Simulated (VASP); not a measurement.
# SrCl2 (Fm-3m) in VASP: settings compared

SrCl2 is run at these levels: r2SCAN, PBE, HSE06; tasks: relaxation of cell and atoms, single point.

Program: VASP 6.6.1. These are calculated values, not measurements. Logs are shortened: lines on timing, memory, paths and dates and some standing lists are left out, and cuts for length are marked.

### 1 The cell of the first run

It takes space group Fm-3m (No. 225, cubic). The conventional cell has a = 7.039 Å, b = 7.039 Å, c = 7.039 Å, α = 90.00°, β = 90.00°, γ = 90.00°. Within 4.0 Å of Sr (site symmetry m-3m) lie 8 Cl at 3.05 Å. Cl (site symmetry -43m) has 4 Sr at 3.05 Å and 6 Cl at 3.52 Å within 4.0 Å.

### 2 Relaxation of cell and atoms, r2SCAN

Contents of POSCAR:

```
SrCl2
1.0
    0.0000000000      3.5193856312      3.5193856312
    3.5193856312      0.0000000000      3.5193856312
    3.5193856312      3.5193856312      0.0000000000
Sr Cl
1 2
Direct
    0.0000000000      0.0000000000      0.0000000000
    0.7500000000      0.7500000000      0.7500000000
    0.2500000000      0.2500000000      0.2500000000
```

Contents of INCAR.step1:

```
ALGO = Normal ; EDIFF = 1E-4
ENCUT = 600 ; GGA = PE
ISMEAR = -1 ; LASPH = True
LCHARG = False ; LREAL = False
LWAVE = True ; NELM = 60
PREC = Accurate ; SIGMA = 0.02
```

Contents of INCAR.step2:

```
ALGO = Normal ; EDIFF = 1E-6
EDIFFG = -0.005 ; ENCUT = 600
IBRION = 2 ; ISIF = 3
ISMEAR = -1 ; ISTART = 1
LASPH = True ; LCHARG = False
LMIXTAU = True ; LREAL = False
LWAVE = False ; METAGGA = R2SCAN
NELM = 60 ; NSW = 80
PREC = Accurate ; SIGMA = 0.02
```

Contents of KPOINTS:

```
k-points
0
Gamma
  6 6 6
```

Potentials or basis: VASP PAW PBE potentials, release 64 (Sr_sv, Cl).

Run with:

```console
> cat potpaw_PBE.64/Sr_sv/POTCAR potpaw_PBE.64/Cl/POTCAR > POTCAR
> cp INCAR.step1 INCAR
> mpirun -np 1 vasp_std > vasp.out
> cp INCAR.step2 INCAR
> mpirun -np 1 vasp_std > vasp.out
```

OUTCAR:

```text
EDIFF = 1E-6
   EDIFFG = -0.005
   ENCUT = 600
   IBRION = 2
   ISIF = 3
   ISMEAR = -1
   ISTART = 1
   LASPH = True
   LREAL = False
   METAGGA = R2SCAN
   NELM = 60
   NSW = 80
   PREC = Accurate

 ion  position               nearest neighbor table
   1  0.000  0.000  0.000-   2 3.05   2 3.05   2 3.05   3 3.05   3 3.05   3 3.05   3 3.05   2 3.05

   2  0.750  0.750  0.750-   1 3.05   1 3.05   1 3.05   1 3.05
   3  0.250  0.250  0.250-   1 3.05   1 3.05   1 3.05   1 3.05

  LATTYP: Found a face centered cubic cell.
 ALAT       =     7.0387712624

  Lattice vectors:

 A1 = (   0.0000000000,   3.5193856312,   3.5193856312)
 A2 = (   3.5193856312,   0.0000000000,   3.5193856312)
 A3 = (   3.5193856312,   3.5193856312,   0.0000000000)

Analysis of symmetry for initial positions (statically):
=====================================================================
 Subroutine PRICEL returns:
 Original cell was already a primitive cell.

 Routine SETGRP: Setting up the symmetry group for a
 face centered cubic supercell.

 Subroutine GETGRP returns: Found 48 space group operations
 (whereof 48 operations were pure point group operations)
 out of a pool of 48 trial point group operations.

The static configuration has the point symmetry O_h .

Analysis of symmetry for dynamics (positions and initial velocities):
=====================================================================
 Subroutine PRICEL returns:
 Original cell was already a primitive cell.

 Routine SETGRP: Setting up the symmetry group for a
 face centered cubic supercell.

 Subroutine GETGRP returns: Found 48 space group operations
 (whereof 48 operations were pure point group operations)
 out of a pool of 48 trial point group operations.

The dynamic configuration has the point symmetry O_h .

 Subroutine INISYM returns: Found 48 space group operations
 (whereof 48 operations are pure point group operations),
 and found     1 'primitive' translations

----------------------------------------------------------------------------------------

                                     Primitive cell

  volume of cell :      87.1828

  direct lattice vectors                    reciprocal lattice vectors
     0.000000000  3.519385631  3.519385631    -0.142070251  0.142070251  0.142070251
     3.519385631  0.000000000  3.519385631     0.142070251 -0.142070251  0.142070251
     3.519385631  3.519385631  0.000000000     0.142070251  0.142070251 -0.142070251

  length of vectors
     4.977162891  4.977162891  4.977162891     0.246072893  0.246072893  0.246072893

  position of ions in fractional coordinates (direct lattice)
     0.000000000  0.000000000  0.000000000
     0.750000000  0.750000000  0.750000000
     0.250000000  0.250000000  0.250000000

  ion indices of the primitive-cell ions
   primitive index   ion index
                 1           1
                 2           2
                 3           3

----------------------------------------------------------------------------------------

 KPOINTS: k-points

Automatic generation of k-mesh.
 Grid dimensions read from file:
 generate k-points for:    6    6    6

 Generating k-lattice:

  Cartesian coordinates                     Fractional coordinates (reciprocal lattice)
    -0.023678375  0.023678375  0.023678375     0.166666667  0.000000000  0.000000000
     0.023678375 -0.023678375  0.023678375     0.000000000  0.166666667  0.000000000
     0.023678375  0.023678375 -0.023678375     0.000000000  0.000000000  0.166666667

  Length of vectors
     0.041012149  0.041012149  0.041012149

  Shift w.r.t. Gamma in fractional coordinates (k-lattice)
[... 45 lines left out ...]
   EDIFFG = -.5E-02   stopping-criterion for IOM
   NSW    =     80    number of steps for IOM
   IBRION =      2    ionic relax: 0-MD 1-quasi-New 2-CG
   NFREE  =      1    steps in history (QN), initial steepest desc. (CG)
   ISIF   =      3    stress and relaxation
   ISYM   =      2    0-nonsym 1-usesym 2-fastsym
   POTIM  = 0.5000    time-step for ionic-motion
   TEBEG  =    0.0;   TEEND  =   0.0 temperature during run
   PSTRESS=    0.0 pullay stress
   NELECT =      24.0000    total number of electrons
   NUPDOWN=      -1.0000    fix difference up-down
   EMIN   =  10.00;   EMAX   =-10.00  energy-range for DOS
   EFERMI =   0.00;   METHOD = LEGACY
   ISMEAR =    -1;   SIGMA  =   0.02  broadening in eV -4-tet -1-fermi 0-gaus
   EFERMI_NEDOS =   21; number of points for ismear=-14 and -15
   IALGO  =     38    algorithm
   IMIX   =      4    mixing-type and parameters
     AMIX     =   0.40;   BMIX     =  1.00
     AMIX_MAG =   1.60;   BMIX_MAG =  1.00
  volume/ion in A,a.u.               =      29.06       196.11
  Fermi-wavevector in a.u.,A,eV,Ry     =   1.064964  2.012491 15.431034  1.134149
  Thomas-Fermi vector in A             =   2.200500
   LORBIT       =      0    0 simple, 1 ext, 2 COOP (PROOUT), +10 PAW based schemes
   METAGGA = R2SCAN    functional components
   LHFCALC =     F    Hartree Fock is set to
   AEXX    =    0.0000 exact exchange contribution
   IVDW    =     0    specifies the selected vdW correction
   LEPSILON=     F    determine dielectric tensor
   LRPA    =     F    only Hartree local field effects (RPA)
 conjugate gradient relaxation of ions
 non-spin polarized calculation
  energy-cutoff  :      600.00
  volume of cell :       87.18
 maximum number of plane-waves:      2922
   NGX = 19   NGY = 19   NGZ = 19

--------------------------------------- Ionic step        1  -------------------------------------------

 number of electron      23.9999999 magnetization

 Free energy of the ion-electron system (eV)
  ---------------------------------------------------
  ext. energy  EPLUGINS =         0.00000000
  ---------------------------------------------------
  free energy    TOTEN  =       -35.69640247 eV

  energy without entropy =      -35.69640247  energy(sigma->0) =      -35.69640247

------------------------ aborting loop because EDIFF is reached ----------------------------------------

  FORCE on cell =-STRESS in cart. coord.  units (eV):
  Direction    XX          YY          ZZ          XY          YZ          ZX
  --------------------------------------------------------------------------------------
  -------------------------------------------------------------------------------------
  Total       -0.3294431     -0.3294431     -0.3294431      0.0000000      0.0000000      0.0000000
  in kB       -6.0542518     -6.0542518     -6.0542518      0.0000000      0.0000000      0.0000000
  external PRESSURE =      -6.0542518 kB  Pullay stress =       0.0000000 kB

 VOLUME and BASIS-vectors are now :
 -----------------------------------------------------------------------------
  energy-cutoff  :      600.00
  volume of cell :       87.18
      direct lattice vectors                 reciprocal lattice vectors
     0.000000000  3.519385631  3.519385631    -0.142070251  0.142070251  0.142070251
     3.519385631  0.000000000  3.519385631     0.142070251 -0.142070251  0.142070251
     3.519385631  3.519385631  0.000000000     0.142070251  0.142070251 -0.142070251

 POSITION                                       TOTAL-FORCE (eV/Angst)
 -----------------------------------------------------------------------------------
      0.00000      0.00000      0.00000         0.000000     -0.000000      0.000000
      5.27908      5.27908      5.27908         0.000000      0.000000      0.000000
      1.75969      1.75969      1.75969        -0.000000     -0.000000     -0.000000
 -----------------------------------------------------------------------------------
    total drift:                               -0.000000     -0.000000      0.000000

  FREE ENERGIE OF THE ION-ELECTRON SYSTEM (eV)
  ---------------------------------------------------
  free  energy   TOTEN  =       -35.6964024660 eV

  energy  without entropy=      -35.6964024660  energy(sigma->0) =      -35.69640247

--------------------------------------- Ionic step        2  -------------------------------------------

 number of electron      24.0000002 magnetization

 Free energy of the ion-electron system (eV)
  ---------------------------------------------------
  ext. energy  EPLUGINS =         0.00000000
  ---------------------------------------------------
  free energy    TOTEN  =       -35.69913946 eV

  energy without entropy =      -35.69913946  energy(sigma->0) =      -35.69913946

 E-fermi :   0.1568     XC(G=0):  -8.7185

 val. band max:       -0.2908076245   @ k =   0.5000   0.5000   0.0000
 cond. band min:       5.6363082049   @ k =   0.0000   0.0000   0.0000
 fundamental gap:      5.9271158293
 Fermi energy:         0.1567917091

 k-point     1 :       0.0000    0.0000    0.0000
  band No.  band energies     occupation
      1     -34.2761      2.00000
      2     -15.6415      2.00000
      3     -15.6415      2.00000
      4     -15.6415      2.00000
      5     -14.1442      2.00000
      6     -13.2912      2.00000
[... 281 lines left out ...]
      3     -15.7619      2.00000
      4     -15.6727      2.00000
      5     -13.5336      2.00000
      6     -13.4263      2.00000
[... 8 lines left out ...]
     15       7.5439      0.00000
     16       7.8226      0.00000

------------------------ aborting loop because EDIFF is reached ----------------------------------------

  FORCE on cell =-STRESS in cart. coord.  units (eV):
  Direction    XX          YY          ZZ          XY          YZ          ZX
  --------------------------------------------------------------------------------------
  -------------------------------------------------------------------------------------
  Total       -0.0141945     -0.0141945     -0.0141945     -0.0000000     -0.0000000      0.0000000
  in kB       -0.2650450     -0.2650450     -0.2650450     -0.0000000     -0.0000000      0.0000000
  external PRESSURE =      -0.2650450 kB  Pullay stress =       0.0000000 kB

 VOLUME and BASIS-vectors are now :
 -----------------------------------------------------------------------------
  energy-cutoff  :      600.00
  volume of cell :       85.80
      direct lattice vectors                 reciprocal lattice vectors
     0.000000000  3.500740851  3.500740851    -0.142826910  0.142826910  0.142826910
     3.500740851 -0.000000000  3.500740851     0.142826910 -0.142826910  0.142826910
     3.500740851  3.500740851  0.000000000     0.142826910  0.142826910 -0.142826910

 POSITION                                       TOTAL-FORCE (eV/Angst)
 -----------------------------------------------------------------------------------
      3.50074      7.00148      3.50074         0.000000      0.000000     -0.000000
      5.25111      5.25111      5.25111         0.000000     -0.000000      0.000000
      1.75037      1.75037      1.75037        -0.000000      0.000000     -0.000000
 -----------------------------------------------------------------------------------
    total drift:                               -0.000000     -0.000000      0.000000

  FREE ENERGIE OF THE ION-ELECTRON SYSTEM (eV)
  ---------------------------------------------------
  free  energy   TOTEN  =       -35.6991394600 eV

  energy  without entropy=      -35.6991394600  energy(sigma->0) =      -35.69913946

 reached required accuracy - stopping structural energy minimisation
```

Wall time 1.8 min (1 thread of Intel Xeon 6975P-C (Granite Rapids), shared host); peak memory 0.26 GiB.

What came out:

* Free energy: -35.6991 eV
* Relaxed volume: 28.60 Å³/atom
* Relaxed cell: a = 4.951 Å, b = 4.951 Å, c = 4.951 Å, α = 60.00°, β = 60.00°, γ = 60.00°
* Space group after relaxing (to 0.1 Å): Fm-3m (No. 225)
* Energy gained by relaxing: 0.9 meV/atom
* Ionic steps: 2
* Pressure after relaxing: 0.0 GPa
* Band gap on the k mesh: 5.93 eV (least direct gap 6.00 eV)

Step by step:
```csv
step,energy change (eV),largest force (eV/Å),pressure (GPa),volume (Å³)
1,0.0000,0.0000,-0.61,87.18
2,-0.0027,0.0000,-0.03,85.80
```

Final structure:
```
Sr Cl
1.0
     0.00000    3.50074    3.50074
     3.50074    0.00000    3.50074
     3.50074    3.50074    0.00000
Sr Cl
1 2
Cartesian
  3.5007 7.0015 3.5007
  5.2511 5.2511 5.2511
  1.7504 1.7504 1.7504
```

Caveat: the PAW data sets were made with another functional, which shifts forces and pressure a little.

### 3 Single point, PBE, non-collinear spin, zero start, spin-orbit coupling

This run uses another cell than the first one, of 28.53 Å³/atom.

Contents of INCAR:

```
PREC = Accurate
ENCUT = 520
EDIFF = 1E-7
ISMEAR = 0
SIGMA = 0.01
LREAL = False
LASPH = True
NELM = 150
ALGO = Normal
ISIF = 2
LWAVE = False
LCHARG = False
LNONCOLLINEAR = True
MAGMOM = 0 0 0 0 0 0 0 0 0
LORBIT = 11
LSORBIT = True
GGA_COMPAT = False
LORBMOM = True
GGA = PE
NBANDS = 37
```

Contents of KPOINTS:

```
regular mesh
0
Gamma
  6 6 6
```

Contents of POSCAR:

```
SrCl2
1.0
    0.0000000000      3.4976593225      3.4976593225
    3.4976593225      0.0000000000      3.4976593225
    3.4976593225      3.4976593225      0.0000000000
Sr Cl
1 2
Direct
    0.0000000000      0.0000000000      0.0000000000
    0.7500000000      0.7500000000      0.7500000000
    0.2500000000      0.2500000000      0.2500000000
```

Potentials or basis: VASP PAW PBE potentials, release 64 (Sr_sv, Cl).

Run with:

```console
> cat potpaw_PBE.64/Sr_sv/POTCAR potpaw_PBE.64/Cl/POTCAR > POTCAR
> mpirun -np 1 vasp_ncl > vasp.out
```

Run time: 98 s. Hardware: 1 thread of Intel Xeon 6975P-C (Granite Rapids), shared host; peak memory 0.51 GiB.

It converged, with:

```
Free energy                                           : -12.8761 eV
Pressure                                              : 0.8 GPa
Net moment                                            : 0.00 μB per cell
Valence electrons inside the program's atomic spheres : Sr 7.94; Cl 5.18
```

Moments on the atoms (μB; x, y, z):
```
Sr  0.00 0.00 0.00
Cl  0.00 0.00 0.00
Cl  0.00 0.00 0.00
```

### 4 Single point, HSE06

This run uses another cell than the first one, of 28.53 Å³/atom.

POSCAR is that of step 3.

Contents of INCAR.step1:

```
SYSTEM = SrCl2
ALGO = Normal ; EDIFF = 1E-5
ENCUT = 520 ; GGA = PE
ISIF = 2 ; ISMEAR = 0
LASPH = .True. ; LCHARG = .False.
LREAL = .False. ; LWAVE = .True.
NBANDS = 19 ; NELM = 60
PREC = Accurate ; SIGMA = 0.01
```

Contents of INCAR.step2:

```
SYSTEM = SrCl2
ALGO = Normal ; EDIFF = 1E-6
ENCUT = 520 ; GGA = PE
HFSCREEN = 0.2079 ; ISIF = 2
ISMEAR = 0 ; ISTART = 1
LASPH = .True. ; LCHARG = .False.
LHFCALC = .True. ; LREAL = .False.
LWAVE = .False. ; NBANDS = 19
NELM = 60 ; PREC = Accurate
PRECFOCK = Normal ; SIGMA = 0.01
```

Contents of KPOINTS:

```
k-points
0
Gamma
  4 4 4
  0 0 0
```

Run with:

```console
> cat potpaw_PBE.64/Sr_sv/POTCAR potpaw_PBE.64/Cl/POTCAR > POTCAR
> cp INCAR.step1 INCAR
> mpirun -np 1 vasp_std > vasp.out
> cp INCAR.step2 INCAR
> mpirun -np 1 vasp_std > vasp.out
```

Wall time 8.7 min (1 thread of Intel Xeon 6975P-C (Granite Rapids), shared host); peak memory 0.34 GiB.

It converged, with:

```
Free energy            : -14.8130 eV
Pressure               : 0.3 GPa
Band gap on the k mesh : 6.58 eV (least direct gap 6.82 eV)
```

Levels at points of the mesh, in eV from the valence-band top:
| k point | band 8 | band 9 | band 10 | band 11 | band 12 | band 13 | band 14 | band 15 | band 16 | band 17 |
| --- | --- | --- | --- | --- | --- | --- | --- | --- | --- | --- |
| (0.00, 0.00, 0.00) | -2.25 | -2.25 | -0.36 | -0.36 | -0.36 | 6.58 | 7.52 | 7.52 | 10.36 | 10.36 |
| (0.50, 0.00, 0.00) | -1.64 | -1.57 | -1.39 | -1.12 | -1.12 | 8.18 | 8.18 | 9.05 | 9.10 | 10.21 |
| (0.50, 0.50, 0.00) | -2.02 | -2.02 | -0.41 | -0.41 | 0.00 | 6.82 | 8.53 | 9.18 | 9.57 | 9.57 |

Caveat: the PAW data sets were made with another functional, which shifts forces and pressure a little. A k mesh can miss the band edges.

### 5 The runs side by side

| task | level | spin | cell | k mesh | cutoff (eV) | smearing | grid for exact exchange (PRECFOCK) | share of exact exchange | screening parameter | gap on the mesh (eV) | pressure (GPa) |
| --- | --- | --- | --- | --- | --- | --- | --- | --- | --- | --- | --- |
| relaxation of cell and atoms | r2SCAN | off | relaxed from a = 4.977 Å, angles 60.0°, 3 atoms | 6 × 6 × 6 | 600 | fermi-dirac 0.02 eV | - | - | - | 5.93 | 0.0 |
| single point | PBE | non-collinear, zero start, SOC | a = 4.946 Å, angles 60.0°, 3 atoms | 6 × 6 × 6 | 520 | gaussian 0.01 eV | - | - | - | - | 0.8 |
| single point | HSE06 | off | a = 4.946 Å, angles 60.0°, 3 atoms | 4 × 4 × 4 | 520 | gaussian 0.01 eV | Normal | 0.25 | 0.2079 1/Å | 6.58 | 0.3 |

Alike in all rows: potentials or basis VASP PAW PBE potentials, release 64 (Sr_sv, Cl).

Caveats: the PAW data sets were made with another functional, which shifts forces and pressure a little (at least some runs).

Total energies depend on the potentials used, so only differences within one code and one set of settings carry meaning.
